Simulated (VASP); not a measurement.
Crystal: InBi3O.

```
In Bi O
1.0
     5.01322    0.00000    0.00000
     0.00000    5.01322    0.00000
     0.00000    0.00000    5.01322
In Bi O
1 3 1
Direct
  0.00000 0.00000 0.00000
  0.00000 0.50000 0.50000
  0.50000 0.00000 0.50000
  0.50000 0.50000 0.00000
  0.50000 0.50000 0.50000
```

```yaml
Program: VASP 6.6.1
Task: relaxation of cell and atoms
Functional: PBE
Potentials_or_basis: VASP PAW PBE potentials, release 64 (In_d, Bi_d, O)
Cutoff: 600 eV
k_mesh: 6 × 6 × 6
Occupations: gaussian, width 0.1 eV
Spin: no spin polarisation
```

At the start: pressure 1.7 GPa; volume 25.20 Å³/atom.

Where does the relaxation end?

Over 3 steps the energy falls by 3.7 meV/atom and the volume is 25.91 Å³/atom (+2.8 %); space group Pm-3m (No. 221, to 0.1 Å) before and after.

The path:
| step | energy change (eV) | largest force (eV/Å) | pressure (GPa) | volume (Å³) |
| --- | --- | --- | --- | --- |
| 1 | 0.0000 | 0.0000 | 1.69 | 125.99 |
| 2 | -0.0160 | 0.0000 | -0.57 | 130.90 |
| 3 | -0.0183 | 0.0000 | 0.01 | 129.56 |

Final structure:
```
CELL_PARAMETERS angstrom
5.06012 0.00000 0.00000
0.00000 5.06012 0.00000
0.00000 0.00000 5.06012
ATOMIC_POSITIONS crystal
In 0.00000 0.00000 0.00000
Bi 0.00000 0.50000 0.50000
Bi 0.50000 0.00000 0.50000
Bi 0.50000 0.50000 0.00000
O 0.50000 0.50000 0.50000
```
